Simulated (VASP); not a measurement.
# WSe2 in VASP: a series of runs

WSe2 is run at these levels: PBE+D3(BJ); tasks: single point.

Program: VASP 6.6.1. These are calculated values, not measurements. Logs are shortened: lines on timing, memory, paths and dates and some standing lists are left out, and cuts for length are marked.

**1. The cell of the first run**

The cell holds a slab with vacuum, 6 atoms: a = 3.284 Å, b = 3.284 Å, c = 45.491 Å, α = 90.00°, β = 90.00°, γ = 120.00°.

**2. Single point, PBE+D3(BJ) (a layer taken out of the bulk)**

INCAR

```
SYSTEM = WSe2
PREC = Accurate
ENCUT = 520
EDIFF = 1E-7
ISMEAR = 0
SIGMA = 0.02
LREAL = .FALSE.
LASPH = .TRUE.
NELM = 80
ALGO = Normal
ISIF = 2
LWAVE = .FALSE.
LCHARG = .TRUE.
LDIPOL = .TRUE.
IDIPOL = 3
DIPOL = 0.5 0.5 0.500
GGA = PE
IVDW = 12
LELF = .TRUE.
LVHAR = .TRUE.
LVACPOTAV = .TRUE.
NBANDS = 35
```

KPOINTS

```
regular mesh
0
G
  9 9 1
  0 0 0
```

POSCAR

```
WSe2
1.0
    3.2842438473      0.0000000000      0.0000000000
   -1.6421219237      2.8442386040      0.0000000000
    0.0000000000      0.0000000000     45.4906169669
Se W
4 2
Direct
    0.3333333333      0.6666666667      0.3926461899
    0.3333333333      0.6666666667      0.4666562576
    0.0000000000      0.0000000000      0.5333381881
    0.0000000000      0.0000000000      0.6073689675
    0.6666666667      0.3333333333      0.4296895683
    0.3333333333      0.6666666667      0.5703442906
```

Potentials or basis: VASP PAW PBE potentials, release 64 (Se, W_sv).

Command:

```bash
$ cat potpaw_PBE.64/Se/POTCAR potpaw_PBE.64/W_sv/POTCAR > POTCAR
$ mpirun -np 1 vasp_std > vasp.out
```

OUTCAR:

```text
SYSTEM = WSe2
   PREC = Accurate
   ENCUT = 520
   EDIFF = 1E-7
   ISMEAR = 0
   LREAL = .FALSE.
   LASPH = .TRUE.
   NELM = 80
   ISIF = 2
   GGA = PE
   IVDW = 12
 IVDW          = 12

 ion  position               nearest neighbor table
   1  0.333  0.667  0.393-   5 2.54   5 2.54   5 2.54
   2  0.333  0.667  0.467-   5 2.53   5 2.53   5 2.53
   3  0.000  0.000  0.533-   6 2.54   6 2.54   6 2.54
   4  0.000  0.000  0.607-   6 2.54   6 2.54   6 2.54
   5  0.667  0.333  0.430-   2 2.53   2 2.53   2 2.53   1 2.54   1 2.54   1 2.54
   6  0.333  0.667  0.570-   3 2.54   3 2.54   3 2.54   4 2.54   4 2.54   4 2.54

  LATTYP: Found a hexagonal cell.
 ALAT       =     3.2842438473
 C/A-ratio  =    13.8511691220

  Lattice vectors:

 A1 = (   3.2842438473,   0.0000000000,   0.0000000000)
 A2 = (  -1.6421219237,   2.8442386040,   0.0000000000)
 A3 = (   0.0000000000,   0.0000000000,  45.4906169669)

Analysis of symmetry for initial positions (statically):
=====================================================================
 Subroutine PRICEL returns:
 Original cell was already a primitive cell.

 Routine SETGRP: Setting up the symmetry group for a
 hexagonal supercell.

 Subroutine GETGRP returns: Found  6 space group operations
 (whereof  6 operations were pure point group operations)
 out of a pool of 24 trial point group operations.

The static configuration has the point symmetry C_3v.

Analysis of symmetry for dynamics (positions and initial velocities):
=====================================================================
 Subroutine PRICEL returns:
 Original cell was already a primitive cell.

 Routine SETGRP: Setting up the symmetry group for a
 hexagonal supercell.

 Subroutine GETGRP returns: Found  6 space group operations
 (whereof  6 operations were pure point group operations)
 out of a pool of 24 trial point group operations.

The dynamic configuration has the point symmetry C_3v.

 Subroutine INISYM returns: Found  6 space group operations
 (whereof  6 operations are pure point group operations),
 and found     1 'primitive' translations

----------------------------------------------------------------------------------------

                                     Primitive cell

  volume of cell :     424.9357

  direct lattice vectors                    reciprocal lattice vectors
     3.284243847  0.000000000  0.000000000     0.304484090  0.175793971  0.000000000
    -1.642121924  2.844238604  0.000000000     0.000000000  0.351587943  0.000000000
     0.000000000  0.000000000 45.490616967     0.000000000  0.000000000  0.021982555

  length of vectors
     3.284243847  3.284243847 45.490616967     0.351587943  0.351587943  0.021982555

  position of ions in fractional coordinates (direct lattice)
     0.333333333  0.666666667  0.392646190
     0.333333333  0.666666667  0.466656258
     0.000000000  0.000000000  0.533338188
     0.000000000  0.000000000  0.607368968
     0.666666667  0.333333333  0.429689568
     0.333333333  0.666666667  0.570344291

  ion indices of the primitive-cell ions
   primitive index   ion index
                 1           1
                 2           2
                 3           3
                 4           4
                 5           5
                 6           6

----------------------------------------------------------------------------------------

 KPOINTS: regular mesh

Automatic generation of k-mesh.
 Grid dimensions read from file:
 generate k-points for:    9    9    1

 Generating k-lattice:

  Cartesian coordinates                     Fractional coordinates (reciprocal lattice)
     0.033831566  0.019532663  0.000000000     0.111111111 -0.000000000  0.000000000
     0.000000000  0.039065327  0.000000000     0.000000000  0.111111111  0.000000000
     0.000000000  0.000000000  0.021982555     0.000000000  0.000000000  1.000000000

  Length of vectors
     0.039065327  0.039065327  0.021982555

  Shift w.r.t. Gamma in fractional coordinates (k-lattice)
     0.000000000  0.000000000  0.000000000

 Subroutine IBZKPT returns following result:
 ===========================================

 Found     12 irreducible k-points:

 Following reciprocal coordinates:
            Coordinates               Weight
  0.000000  0.000000  0.000000      1.000000
  0.111111  0.000000  0.000000      6.000000
  0.222222  0.000000  0.000000      6.000000
  0.333333  0.000000  0.000000      6.000000
  0.444444  0.000000  0.000000      6.000000
  0.111111  0.111111  0.000000      6.000000
  0.222222  0.111111  0.000000     12.000000
  0.333333  0.111111  0.000000     12.000000
  0.444444  0.111111  0.000000      6.000000
  0.222222  0.222222  0.000000      6.000000
  0.333333  0.222222  0.000000     12.000000
  0.333333  0.333333  0.000000      2.000000
   k-points           NKPTS =     12   k-points in BZ     NKDIM =     12   number of bands    NBANDS=     35
   number of dos      NEDOS =    301   number of ions     NIONS =      6
   total plane-waves  NPLWV = 201600
   dimension x,y,z NGX =    24 NGY =   24 NGZ =  350
   dimension x,y,z NGXF=    48 NGYF=   48 NGZF=  700
   ions per type =               4   2
   NGX,Y,Z   is equivalent  to a cutoff of  12.15, 12.15, 12.79 a.u.
   NGXF,Y,Z  is equivalent  to a cutoff of  24.30, 24.30, 25.58 a.u.
 SYSTEM =  WSe2
   PREC   = accura    normal or accurate (medium, high low for compatibility)
   ISTART =      0    job   : 0-new  1-cont  2-samecut
   ICHARG =      2    charge: 1-file 2-atom 10-const
   ISPIN  =      1    spin polarized calculation?
   LNONCOLLINEAR =      F non collinear calculations
   LSORBIT =      F    spin-orbit coupling
   LASPH  =      T    aspherical Exc in radial PAW
   ENCUT  =  520.0 eV  38.22 Ry    6.18 a.u.   6.11  6.11 84.58*2*pi/ulx,y,z
   NELM   =     80;   NELMIN=  2; NELMDL= -5     # of ELM steps
   EDIFF  = 0.1E-06   stopping-criterion for ELM
   LREAL  =      F    real-space projection
   EDIFFG = 0.1E-05   stopping-criterion for IOM
   NSW    =      0    number of steps for IOM
   IBRION =     -1    ionic relax: 0-MD 1-quasi-New 2-CG
   NFREE  =      0    steps in history (QN), initial steepest desc. (CG)
   ISIF   =      2    stress and relaxation
   ISYM   =      2    0-nonsym 1-usesym 2-fastsym
   POTIM  = 0.5000    time-step for ionic-motion
   TEBEG  =    0.0;   TEEND  =   0.0 temperature during run
   PSTRESS=    0.0 pullay stress
   NELECT =      52.0000    total number of electrons
   NUPDOWN=      -1.0000    fix difference up-down
   EMIN   =  10.00;   EMAX   =-10.00  energy-range for DOS
   EFERMI =   0.00;   METHOD = LEGACY
   ISMEAR =     0;   SIGMA  =   0.02  broadening in eV -4-tet -1-fermi 0-gaus
   EFERMI_NEDOS =   21; number of points for ismear=-14 and -15
   IALGO  =     38    algorithm
   IMIX   =      4    mixing-type and parameters
     AMIX     =   0.40;   BMIX     =  1.00
     AMIX_MAG =   1.60;   BMIX_MAG =  1.00
  volume/ion in A,a.u.               =      70.82       477.93
  Fermi-wavevector in a.u.,A,eV,Ry     =   0.812771  1.535914  8.987964  0.660597
  Thomas-Fermi vector in A             =   1.922374
   LORBIT       =      0    0 simple, 1 ext, 2 COOP (PROOUT), +10 PAW based schemes
   GGA     = PE    functional components
   LHFCALC =     F    Hartree Fock is set to
   AEXX    =    0.0000 exact exchange contribution
   IVDW    =    12    specifies the selected vdW correction
   LEPSILON=     F    determine dielectric tensor
   LRPA    =     F    only Hartree local field effects (RPA)
 non-spin polarized calculation
 Gauss-broadening in eV      SIGMA  =   0.02
  energy-cutoff  :      520.00
  volume of cell :      424.94
 maximum number of plane-waves:     11556
   NGX = 13   NGY = 13   NGZ =169

 number of electron      51.9999993 magnetization

 dipolmoment           0.000000      0.000000     -0.003596 electrons x Angstroem

 Free energy of the ion-electron system (eV)
  ---------------------------------------------------
  ext. energy  EPLUGINS =         0.00000000
  ---------------------------------------------------
  free energy    TOTEN  =       -43.15097342 eV

  energy without entropy =      -43.15097342  energy(sigma->0) =      -43.15097342

 E-fermi :  -1.6500     XC(G=0):  -3.3141

 val. band max:       -1.7447273308   @ k =   0.0000   0.0000   0.0000
 cond. band min:      -0.3603460025   @ k =   0.2222   0.1111   0.0000
 fundamental gap:      1.3843813283
 Fermi energy:        -1.6500023039

 k-point     1 :       0.0000    0.0000    0.0000
  band No.  band energies     occupation
      1     -75.9731      2.00000
      2     -75.9070      2.00000
      3     -40.2219      2.00000
      4     -40.1550      2.00000
      5     -40.0852      2.00000
      6     -40.0852      2.00000
[... 27 lines left out ...]
     34       1.2959      0.00000
     35       2.4765      0.00000

 k-point     2 :       0.1111    0.0000    0.0000
  band No.  band energies     occupation
      1     -75.9719      2.00000
      2     -75.9058      2.00000
      3     -40.2166      2.00000
      4     -40.1497      2.00000
      5     -40.1131      2.00000
      6     -40.0917      2.00000
[... 27 lines left out ...]
     34       1.4461      0.00000
     35       2.8895      0.00000

 k-point     3 :       0.2222    0.0000    0.0000
  band No.  band energies     occupation
      1     -75.9688      2.00000
      2     -75.9027      2.00000
      3     -40.2032      2.00000
      4     -40.1832      2.00000
      5     -40.1363      2.00000
      6     -40.1180      2.00000
[... 27 lines left out ...]
     34       2.0293      0.00000
     35       3.5508      0.00000
[... 267 lines left out ...]
 k-point    11 :       0.3333    0.2222    0.0000
  band No.  band energies     occupation
      1     -75.9619      2.00000
      2     -75.8958      2.00000
      3     -40.2846      2.00000
      4     -40.2195      2.00000
      5     -40.1958      2.00000
      6     -40.1734      2.00000
[... 27 lines left out ...]
     34       2.8134      0.00000
     35       3.5697      0.00000

 k-point    12 :       0.3333    0.3333    0.0000
  band No.  band energies     occupation
      1     -75.9613      2.00000
      2     -75.8952      2.00000
      3     -40.2605      2.00000
      4     -40.2369      2.00000
      5     -40.1954      2.00000
      6     -40.1718      2.00000
[... 27 lines left out ...]
     34       3.0577      0.00000
     35       3.6525      0.00000

------------------------ aborting loop because EDIFF is reached ----------------------------------------

 vacuum level on the upper side and lower side of the slab       (xc-potential included)        -0.111        -0.063

 Edisp (eV)   -2.41816

 E8    (eV) :    -1.1136

  FORCE on cell =-STRESS in cart. coord.  units (eV):
  Direction    XX          YY          ZZ          XY          YZ          ZX
  --------------------------------------------------------------------------------------
  -------------------------------------------------------------------------------------
  Total       0.21545     0.21545     0.28713    -0.00000     0.00000     0.00000
  in kB       0.81232     0.81232     1.08259    -0.00000     0.00000     0.00000
  external pressure =        0.90 kB  Pullay stress =        0.00 kB

 VOLUME and BASIS-vectors are now :
 -----------------------------------------------------------------------------
  energy-cutoff  :      520.00
  volume of cell :      424.94
      direct lattice vectors                 reciprocal lattice vectors
     3.284243847  0.000000000  0.000000000     0.304484090  0.175793971  0.000000000
    -1.642121924  2.844238604  0.000000000     0.000000000  0.351587943  0.000000000
     0.000000000  0.000000000 45.490616967     0.000000000  0.000000000  0.021982555

 POSITION                                       TOTAL-FORCE (eV/Angst)
 -----------------------------------------------------------------------------------
     -0.00000      1.89616     17.86172         0.000000      0.000000     -0.045109
     -0.00000      1.89616     21.22848         0.000000      0.000000      0.046858
      0.00000      0.00000     24.26188        -0.000000      0.000000     -0.045747
      0.00000      0.00000     27.62959         0.000000     -0.000000      0.044523
      1.64212      0.94808     19.54684         0.000000     -0.000000     -0.001926
     -0.00000      1.89616     25.94531        -0.000000     -0.000000      0.001400
 -----------------------------------------------------------------------------------
    total drift:                               -0.000000      0.000000      0.000022

  FREE ENERGIE OF THE ION-ELECTRON SYSTEM (eV)
  ---------------------------------------------------
  free  energy   TOTEN  =       -45.5691303910 eV

  energy  without entropy=      -45.5691303910  energy(sigma->0) =      -45.56913039

 vacuum level on the upper side and lower side of the slab         3.124         3.193
```

It took 12 min on 1 thread of Intel Xeon 8259CL, shared host; peak memory 0.57 GiB.

Results:

```yaml
Free_energy: -45.5691 eV
Largest_force: 0.047 eV/Å
Band_gap_on_the_k_mesh: 1.38 eV (least direct gap 1.60 eV)
Dispersion_energy_per_atom: -0.403 eV
Ionisation_potential_of_the_upper_face: 4.87 eV
```

Forces in eV/Å, atoms in the order of the input:
```
Se   0.000  0.000 -0.045
Se   0.000  0.000  0.047
Se   0.000  0.000 -0.046
Se   0.000  0.000  0.045
W    0.000  0.000 -0.002
W    0.000  0.000  0.001
```

Caveat: the cell differs from its parent crystal (a layer taken out of the bulk); spin-orbit coupling is left out, which moves the levels of the heavy elements.

**3. Single point, PBE+D3(BJ) (a layer taken out of the bulk)**

INCAR

```
PREC = Accurate
ENCUT = 520
EDIFF = 1E-7
ISMEAR = 0
SIGMA = 0.02
LREAL = False
LASPH = True
NELM = 80
ALGO = Normal
ISIF = 2
LWAVE = False
LCHARG = False
LDIPOL = True
IDIPOL = 3
DIPOL = 0.5 0.5 0.500
GGA = PE
IVDW = 12
NBANDS = 35
```

KPOINTS

```
regular mesh
0
Gamma
  9 9 1
```

POSCAR

```
WSe2
1.0
    3.2836310089      0.0000000000      0.0000000000
   -1.6418155045      2.8437078704      0.0000000000
    0.0000000000      0.0000000000     45.4906169669
Se W
4 2
Direct
    0.3333333333      0.6666666667      0.3928866090
    0.3333333333      0.6666666667      0.4668234332
    0.0000000000      0.0000000000      0.5331765668
    0.0000000000      0.0000000000      0.6071133910
    0.6666666667      0.3333333333      0.4298767521
    0.3333333333      0.6666666667      0.5701667099
```

Potentials or basis: VASP PAW PBE potentials, release 64 (Se, W_sv).

Command:

```bash
$ cat potpaw_PBE.64/Se/POTCAR potpaw_PBE.64/W_sv/POTCAR > POTCAR
$ mpirun -np 1 vasp_std > vasp.out
```

Wall time 12 min (1 thread of Intel Xeon 8259CL, shared host); peak memory 0.55 GiB.

The run converged. Its results:

* Free energy: -45.5684 eV
* Largest force: 0.107 eV/Å
* Band gap on the k mesh: 1.38 eV (least direct gap 1.59 eV)
* Dispersion energy per atom: -0.404 eV

Forces in eV/Å, atoms in the order of the input:
```
Se   0.000  0.000 -0.090
Se   0.000  0.000  0.061
Se   0.000  0.000 -0.059
Se   0.000  0.000  0.107
W    0.000  0.000  0.020
W    0.000  0.000 -0.038
```

Levels at points of the mesh, in eV from the valence-band top:
```csv
k point,band 24,band 25,band 26,band 27,band 28,band 29
"(0.00, 0.00, 0.00)",-1.32,-0.77,0.00,2.73,2.73,2.84
```

Caveat: the cell differs from its parent crystal (a layer taken out of the bulk); spin-orbit coupling is left out, which moves the levels of the heavy elements.
